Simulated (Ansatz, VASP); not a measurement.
# One calculation of Rb, two programs

```
CELL_PARAMETERS angstrom
4.68553 0.00000 0.00000
0.00000 4.68553 0.00000
0.00000 0.00000 4.68553
ATOMIC_POSITIONS crystal
Rb 0.00000 0.00000 0.00000
```

Change from the starting cell: volume scaled by 1.04, crystal datasets.

Alike in both runs: task electric field gradients; functional PBE; k mesh 10 × 10 × 10; occupations fermi-dirac, width 0.08 eV; no spin polarisation.

```csv
,VASP,Ansatz
version,VASP 6.6.1,Ansatz 0.2.0
potentials or method,"VASP PAW PBE potentials, release 64 (Rb_sv), cutoff 520 eV","all-electron PAW with datasets made for the crystal, scalar-relativistic"
```

```tsv
	VASP	Ansatz	Ansatz less VASP
pressure (GPa)	-0.1	-0.1	0.00
```

Ansatz ran all-electron here, and VASP with PAW potentials.
